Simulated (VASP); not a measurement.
# Pt (Im-3m) in VASP: further runs

Runs on Pt. Level: PBE. Tasks: single point.

All numbers are computed with VASP 6.6.1; they aren't measurements. Logs are shortened: lines on timing, memory, paths and dates and some standing lists are left out, and cuts for length are marked.

### 1 The cell of the first run

The structure is cubic, space group Im-3m (No. 229). The conventional cell has a = 3.168 Å, b = 3.168 Å, c = 3.168 Å, α = 90.00°, β = 90.00°, γ = 90.00°. Pt (site symmetry m-3m) has 14 Pt at 2.74 to 3.17 Å within 3.6 Å.

### 2 Single point, PBE

The input, INCAR:

```
SYSTEM = Pt
  PREC = Accurate
  ENCUT = 520
  EDIFF = 1E-7
  ISMEAR = 0
  SIGMA = 0.15
  LREAL = .FALSE.
  LASPH = .TRUE.
  NELM = 100
  ALGO = Fast
  ISIF = 2
  LWAVE = .FALSE.
  LCHARG = .FALSE.
  GGA = PE
  NBANDS = 11
```

The input, KPOINTS:

```
Automatic mesh
0
G
  22 22 22
  0 0 0
```

The input, POSCAR:

```
Pt
1.0
   -1.5842200000      1.5842200000      1.5842200000
    1.5842200000     -1.5842200000      1.5842200000
    1.5842200000      1.5842200000     -1.5842200000
Pt
1
Direct
    0.0000000000      0.0000000000      0.0000000000
```

Potentials or basis: VASP PAW PBE potentials, release 64 (Pt).

Command:

```sh
$ cat potpaw_PBE.64/Pt/POTCAR > POTCAR
$ mpirun -np 1 vasp_std > vasp.out
```

OUTCAR:

```text
SYSTEM = Pt
   PREC = Accurate
   ENCUT = 520
   EDIFF = 1E-7
   ISMEAR = 0
   LREAL = .FALSE.
   LASPH = .TRUE.
   NELM = 100
   ISIF = 2
   GGA = PE

 ion  position               nearest neighbor table
   1  0.000  0.000  0.000-

  LATTYP: Found a body centered cubic cell.
 ALAT       =     3.1684400000

  Lattice vectors:

 A1 = (  -1.5842200000,   1.5842200000,   1.5842200000)
 A2 = (   1.5842200000,  -1.5842200000,   1.5842200000)
 A3 = (   1.5842200000,   1.5842200000,  -1.5842200000)

Analysis of symmetry for initial positions (statically):
=====================================================================
 Subroutine PRICEL returns:
 Original cell was already a primitive cell.

 Routine SETGRP: Setting up the symmetry group for a
 body centered cubic supercell.

 Subroutine GETGRP returns: Found 48 space group operations
 (whereof 48 operations were pure point group operations)
 out of a pool of 48 trial point group operations.

The static configuration has the point symmetry O_h .

Analysis of symmetry for dynamics (positions and initial velocities):
=====================================================================
 Subroutine PRICEL returns:
 Original cell was already a primitive cell.

 Routine SETGRP: Setting up the symmetry group for a
 body centered cubic supercell.

 Subroutine GETGRP returns: Found 48 space group operations
 (whereof 48 operations were pure point group operations)
 out of a pool of 48 trial point group operations.

The dynamic configuration has the point symmetry O_h .

 Subroutine INISYM returns: Found 48 space group operations
 (whereof 48 operations are pure point group operations),
 and found     1 'primitive' translations

----------------------------------------------------------------------------------------

                                     Primitive cell

  volume of cell :      15.9040

  direct lattice vectors                    reciprocal lattice vectors
    -1.584220000  1.584220000  1.584220000     0.000000000  0.315612731  0.315612731
     1.584220000 -1.584220000  1.584220000     0.315612731  0.000000000  0.315612731
     1.584220000  1.584220000 -1.584220000     0.315612731  0.315612731  0.000000000

  length of vectors
     2.743949530  2.743949530  2.743949530     0.446343804  0.446343804  0.446343804

  position of ions in fractional coordinates (direct lattice)
     0.000000000  0.000000000  0.000000000

  ion indices of the primitive-cell ions
   primitive index   ion index
                 1           1

----------------------------------------------------------------------------------------

 KPOINTS: Automatic mesh

Automatic generation of k-mesh.
 Grid dimensions read from file:
 generate k-points for:   22   22   22

 Generating k-lattice:

  Cartesian coordinates                     Fractional coordinates (reciprocal lattice)
     0.000000000  0.014346033  0.014346033     0.045454545  0.000000000  0.000000000
     0.014346033  0.000000000  0.014346033     0.000000000  0.045454545  0.000000000
     0.014346033  0.014346033  0.000000000     0.000000000  0.000000000  0.045454545

  Length of vectors
     0.020288355  0.020288355  0.020288355

  Shift w.r.t. Gamma in fractional coordinates (k-lattice)
     0.000000000  0.000000000  0.000000000

 Subroutine IBZKPT returns following result:
 ===========================================

 Found    328 irreducible k-points:

 Following reciprocal coordinates:
            Coordinates               Weight
  0.000000  0.000000  0.000000      1.000000
  0.045455  0.000000  0.000000     12.000000
  0.090909  0.000000  0.000000     12.000000
  0.136364  0.000000  0.000000     12.000000
  0.181818  0.000000  0.000000     12.000000
  0.227273  0.000000  0.000000     12.000000
[... 16 lines left out ...]
  0.090909  0.090909  0.000000     24.000000
  0.136364  0.090909 -0.000000     48.000000
 [... further k-points ...]
   k-points           NKPTS =    328   k-points in BZ     NKDIM =    328   number of bands    NBANDS=     11
   number of dos      NEDOS =    301   number of ions     NIONS =      1
   total plane-waves  NPLWV =   8000
   dimension x,y,z NGX =    20 NGY =   20 NGZ =   20
   dimension x,y,z NGXF=    40 NGYF=   40 NGZF=   40
   ions per type =               1
   NGX,Y,Z   is equivalent  to a cutoff of  12.12, 12.12, 12.12 a.u.
   NGXF,Y,Z  is equivalent  to a cutoff of  24.23, 24.23, 24.23 a.u.
 SYSTEM =  Pt
   PREC   = accura    normal or accurate (medium, high low for compatibility)
   ISTART =      0    job   : 0-new  1-cont  2-samecut
   ICHARG =      2    charge: 1-file 2-atom 10-const
   ISPIN  =      1    spin polarized calculation?
   LNONCOLLINEAR =      F non collinear calculations
   LSORBIT =      F    spin-orbit coupling
   LASPH  =      T    aspherical Exc in radial PAW
   ENCUT  =  520.0 eV  38.22 Ry    6.18 a.u.   5.10  5.10  5.10*2*pi/ulx,y,z
   NELM   =    100;   NELMIN=  2; NELMDL= -5     # of ELM steps
   EDIFF  = 0.1E-06   stopping-criterion for ELM
   LREAL  =      F    real-space projection
   EDIFFG = 0.1E-05   stopping-criterion for IOM
   NSW    =      0    number of steps for IOM
   IBRION =     -1    ionic relax: 0-MD 1-quasi-New 2-CG
   NFREE  =      0    steps in history (QN), initial steepest desc. (CG)
   ISIF   =      2    stress and relaxation
   ISYM   =      2    0-nonsym 1-usesym 2-fastsym
   POTIM  = 0.5000    time-step for ionic-motion
   TEBEG  =    0.0;   TEEND  =   0.0 temperature during run
   PSTRESS=    0.0 pullay stress
   NELECT =      10.0000    total number of electrons
   NUPDOWN=      -1.0000    fix difference up-down
   EMIN   =  10.00;   EMAX   =-10.00  energy-range for DOS
   EFERMI =   0.00;   METHOD = LEGACY
   ISMEAR =     0;   SIGMA  =   0.15  broadening in eV -4-tet -1-fermi 0-gaus
   EFERMI_NEDOS =   21; number of points for ismear=-14 and -15
   IALGO  =     68    algorithm
   IMIX   =      4    mixing-type and parameters
     AMIX     =   0.40;   BMIX     =  1.00
     AMIX_MAG =   1.60;   BMIX_MAG =  1.00
  volume/ion in A,a.u.               =      15.90       107.33
  Fermi-wavevector in a.u.,A,eV,Ry     =   1.402510  2.650360 26.763132  1.967035
  Thomas-Fermi vector in A             =   2.525265
   LORBIT       =      0    0 simple, 1 ext, 2 COOP (PROOUT), +10 PAW based schemes
   GGA     = PE    functional components
   LHFCALC =     F    Hartree Fock is set to
   AEXX    =    0.0000 exact exchange contribution
   IVDW    =     0    specifies the selected vdW correction
   LEPSILON=     F    determine dielectric tensor
   LRPA    =     F    only Hartree local field effects (RPA)
 non-spin polarized calculation
 RMM-DIIS sequential band-by-band and
 Gauss-broadening in eV      SIGMA  =   0.15
  energy-cutoff  :      520.00
  volume of cell :       15.90
 maximum number of plane-waves:       442
   NGX = 11   NGY = 11   NGZ = 11

 number of electron      10.0000000 magnetization

 Free energy of the ion-electron system (eV)
  ---------------------------------------------------
  ext. energy  EPLUGINS =         0.00000000
  ---------------------------------------------------
  free energy    TOTEN  =        -6.00614577 eV

  energy without entropy =       -5.99293417  energy(sigma->0) =       -5.99953997

 E-fermi :  10.0628     XC(G=0): -13.1648

 val. band max:       10.0569906201   @ k =  -0.3636   0.4545   0.0909
 cond. band min:      10.0629221651   @ k =  -0.3636   0.5000   0.1818
 fundamental gap:      0.0059315450
 Fermi energy:        10.0627517902

 k-point     1 :       0.0000    0.0000    0.0000
  band No.  band energies     occupation
      1       0.6544      2.00000
      2       6.6406      2.00000
      3       6.6406      2.00000
      4       6.6406      2.00000
      5       9.0965      2.00000
      6       9.0965      2.00000
      7      27.1834      0.00000
      8      27.1834      0.00000
      9      27.1834      0.00000
     10      37.1360      0.00000
     11      37.1478      0.00000

 k-point     2 :       0.0455    0.0000    0.0000
  band No.  band energies     occupation
      1       0.7384      2.00000
      2       6.6077      2.00000
      3       6.6410      2.00000
      4       6.7073      2.00000
      5       9.0531      2.00000
      6       9.0986      2.00000
      7      27.2248      0.00000
      8      27.2531      0.00000
      9      27.3063      0.00000
     10      35.5946      0.00000
     11      36.0845      0.00000

 k-point     3 :       0.0909    0.0000    0.0000
  band No.  band energies     occupation
      1       0.9859      2.00000
      2       6.5130      2.00000
      3       6.6385      2.00000
      4       6.9054      2.00000
      5       8.9403      2.00000
      6       9.1058      2.00000
      7      27.3117      0.00000
      8      27.3927      0.00000
      9      27.6689      0.00000
     10      34.1535      0.00000
     11      34.5815      0.00000

 k-point     4 :       0.1364    0.0000    0.0000
  band No.  band energies     occupation
      1       1.3819      2.00000
      2       6.3675      2.00000
      3       6.6262      2.00000
      4       7.2285      2.00000
      5       8.8042      2.00000
      6       9.1198      2.00000
      7      27.3207      0.00000
      8      27.3569      0.00000
      9      28.2541      0.00000
     10      33.1181      0.00000
     11      33.1846      0.00000
[... 239 lines left out ...]
 k-point    22 :       0.4545    0.0455    0.0000
  band No.  band energies     occupation
      1       3.6395      2.00000
      2       5.2576      2.00000
      3       8.8854      2.00000
      4       9.1911      2.00000
      5      10.1206      0.58548
      6      11.4998      0.00000
      7      16.4373      0.00000
      8      23.4046      0.00000
      9      25.7341      0.00000
     10      34.0433      0.00000
     11      34.7860      0.00000

 k-point    23 :       0.0909    0.0909    0.0000
  band No.  band energies     occupation
      1       1.6136      2.00000
      2       6.3689      2.00000
      3       6.4834      2.00000
      4       7.4740      2.00000
      5       8.7056      2.00000
      6       9.1627      2.00000
      7      27.2150      0.00000
      8      27.6307      0.00000
      9      28.1665      0.00000
     10      31.8410      0.00000
     11      33.4299      0.00000

 k-point    24 :       0.1364    0.0909   -0.0000
  band No.  band energies     occupation
      1       2.1183      2.00000
      2       6.2150      2.00000
      3       6.4133      2.00000
      4       7.9456      2.00000
      5       8.5953      2.00000
      6       9.2124      2.00000
      7      26.7727      0.00000
      8      27.0273      0.00000
      9      28.7178      0.00000
     10      30.8833      0.00000
     11      32.8650      0.00000

 [... further k-points ...]
[... 5 lines left out ...]
  --------------------------------------------------------------------------------------
  -------------------------------------------------------------------------------------
  Total       -0.1465756     -0.1465756     -0.1465756      0.0000000      0.0000000      0.0000000
  in kB      -14.7660973    -14.7660973    -14.7660973      0.0000000      0.0000000      0.0000000
  external PRESSURE =     -14.7660973 kB  Pullay stress =       0.0000000 kB

 VOLUME and BASIS-vectors are now :
 -----------------------------------------------------------------------------
  energy-cutoff  :      520.00
  volume of cell :       15.90
      direct lattice vectors                 reciprocal lattice vectors
    -1.584220000  1.584220000  1.584220000     0.000000000  0.315612731  0.315612731
     1.584220000 -1.584220000  1.584220000     0.315612731  0.000000000  0.315612731
     1.584220000  1.584220000 -1.584220000     0.315612731  0.315612731  0.000000000

 POSITION                                       TOTAL-FORCE (eV/Angst)
 -----------------------------------------------------------------------------------
      0.00000      0.00000      0.00000         0.000000      0.000000      0.000000
 -----------------------------------------------------------------------------------
    total drift:                               -0.000000     -0.000000      0.000000

  FREE ENERGIE OF THE ION-ELECTRON SYSTEM (eV)
  ---------------------------------------------------
  free  energy   TOTEN  =        -6.0061457725 eV

  energy  without entropy=       -5.9929341667  energy(sigma->0) =       -5.99953997
```

It took 2.1 min on 1 thread of AMD EPYC 7R13, shared host; peak memory 0.14 GiB.

Results:

```yaml
Free_energy: -6.0061 eV
Pressure: -1.5 GPa
Band_gap_on_the_k_mesh: zero (band 5 reaches 11.07 eV, above the bottom of band 6 at 8.95 eV)
```

Caveat: spin-orbit coupling is left out, which moves the levels of the heavy elements.

(Part 1 of 2 ends here.)
